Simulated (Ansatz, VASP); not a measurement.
## SnO: VASP beside Ansatz

Contents of INCAR:

```
  PREC = Accurate
  ENCUT = 520
  EDIFF = 1E-6
  ISMEAR = 0
  SIGMA = 0.05
  LREAL = F
  LASPH = T
  NELM = 60
  ALGO = Normal
  ISIF = 2
  LWAVE = F
  LCHARG = F
  GGA = PS
  NBANDS = 72
```

KPOINTS

```
regular mesh
0
Gamma
  8 5 3
```

POSCAR

```
SnO
1.0
   -3.3156086772      0.0000000000      0.0000000000
    0.0000000000     -5.7050005398      0.0000000000
    0.0000000000      0.0000000000     11.6824937061
Sn O
6 6
Direct
    0.0000000000      0.7662118784      0.1753914207
    0.0000000000      0.7662118784      0.5087247540
    0.0000000000      0.7662118784      0.8420580874
    0.5000000000      0.2337881216      0.0087247540
    0.5000000000      0.2337881216      0.3420580874
    0.5000000000      0.2337881216      0.6753914207
    0.0000000000      0.1146433702      0.2412755793
    0.0000000000      0.1146433702      0.5746089126
    0.0000000000      0.1146433702      0.9079422460
    0.5000000000      0.8853566298      0.0746089126
    0.5000000000      0.8853566298      0.4079422460
    0.5000000000      0.8853566298      0.7412755793
```

Input for Ansatz:

```yaml
crystal:
  lattice:
    - [-3.3156086772, 0.0, 0.0]
    - [0.0, -5.7050005398, 0.0]
    - [0.0, 0.0, 11.6824937061]
  atoms:
    - { symbol: Sn, position: [0.0, 0.7662118784, 0.1753914207] }
    - { symbol: Sn, position: [0.0, 0.7662118784, 0.508724754] }
    - { symbol: Sn, position: [0.0, 0.7662118784, 0.8420580874] }
    - { symbol: Sn, position: [0.5, 0.2337881216, 0.008724754] }
    - { symbol: Sn, position: [0.5, 0.2337881216, 0.3420580874] }
    - { symbol: Sn, position: [0.5, 0.2337881216, 0.6753914207] }
    - { symbol: O, position: [0.0, 0.1146433702, 0.2412755793] }
    - { symbol: O, position: [0.0, 0.1146433702, 0.5746089126] }
    - { symbol: O, position: [0.0, 0.1146433702, 0.907942246] }
    - { symbol: O, position: [0.5, 0.8853566298, 0.0746089126] }
    - { symbol: O, position: [0.5, 0.8853566298, 0.407942246] }
    - { symbol: O, position: [0.5, 0.8853566298, 0.7412755793] }
basis:
  ecutwfc: 420
kpoints:
  mp_grid: { grid: [8, 5, 3] }
hamiltonian:
  xc: pbesol
scf:
  occupations: { method: gaussian, width: 0.05 }
output:
  forces: true
  stress: true
  eigenvalues: true
  write_density: true
  write_potential: true
  elf: true
  volumetric_format: npy
```

Alike in both runs: task single point; functional PBEsol; k mesh 8 × 5 × 3; occupations gaussian, width 0.05 eV; no spin polarisation.

```csv
,VASP,Ansatz
version,VASP 6.6.1,Ansatz 0.2.0
potentials or method,"VASP PAW PBE potentials, release 64 (Sn_d, O), cutoff 520 eV","scalar-relativistic, plane waves, PAW"
valence electrons in the cell,120,120
```

|  | VASP | Ansatz | Ansatz less VASP |
| --- | --- | --- | --- |
| gap on the k mesh at the Fermi level (eV) | 1.33 | 1.34 | +0.011 |
| least direct gap on the mesh (eV) | 1.92 | 1.93 | +0.012 |
| pressure (GPa) | 0.2 | 0.0 | -0.25 |
| traceless stress, the component that is largest in VASP (GPa) | -0.12 | -0.04 | +0.087 |
| rms of the force components (eV/Å) | 0.037 | 0.000 | -0.0365 |

VASP's potentials were made for PBE, not for PBEsol. Atom by atom the forces differ by 0.037 eV/Å (rms over components).
